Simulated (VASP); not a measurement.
K2NbO3:

```
K Nb O
1.0
     4.04092    0.00000    0.00000
    -2.02046    3.49954    0.00000
     0.00000    0.00000    7.97688
K Nb O
2 1 3
Direct
  0.33333 0.66667 0.75201
  0.33333 0.66667 0.24799
  0.66667 0.33333 0.50000
  0.66667 0.33333 0.00000
  0.00000 0.00000 0.50000
  0.00000 0.00000 0.00000
```

The cell was generated, and may not be a known phase.

| Quantity | Value |
| --- | --- |
| Program | VASP 6.6.1 |
| Task | relaxation of cell and atoms |
| Functional | PBE |
| Potentials or basis | VASP PAW PBE potentials, release 64 (K_sv, Nb_sv, O) |
| Cutoff | 600 eV |
| k mesh | 6 × 6 × 2 |
| Occupations | gaussian, width 0.1 eV |
| Spin | collinear spin |
| Starting moments | [0.01, 0.01, 0.31, 0.44, -0.02, 0.44] μB |

At the start: pressure -4.4 GPa; volume 18.80 Å³/atom.

Question: How do energy, volume and symmetry change on relaxing?

Answer: Over 12 steps the energy falls by 598.3 meV/atom and the volume is 18.58 Å³/atom (-1.2 %); space group P-6m2 (No. 187, to 0.1 Å) before and after; moment 1.61 μB per cell.

Step by step:
```csv
step,energy change (eV),largest force (eV/Å),pressure (GPa),volume (Å³)
1,0.0000,2.7443,-4.38,112.80
2,-1.1775,2.4888,-2.46,104.49
3,-1.2459,0.6215,34.12,80.52
4,-2.1756,1.7348,5.00,94.64
5,-2.2671,1.2614,11.05,90.05
6,-3.0341,0.3734,7.17,95.86
7,-3.4190,0.5049,5.26,102.70
8,-3.4458,0.7841,4.91,105.39
9,-3.5598,0.0362,-1.55,113.28
10,-3.5677,0.1716,-0.38,111.58
11,-3.5873,0.0623,-0.14,111.53
12,-3.5896,0.0113,0.00,111.51
```

Final structure:
```xyz
6
Lattice="3.5570 0.0000 0.0000 -1.7785 3.0805 0.0000 0.0000 0.0000 10.1766" Properties=species:S:1:pos:R:3 pbc="T T T"
K     0.0000    2.0536    8.4891
K     0.0000    2.0536    1.6875
Nb    1.7785    1.0268    5.0883
O     1.7785    1.0268    0.0000
O     0.0000    0.0000    5.0883
O     0.0000    0.0000    0.0000
```

Caveat: the k points lie up to 0.34 Å⁻¹ apart in the final cell; a cell axis changed by over 15 % at a fixed basis, so the end point is rough.
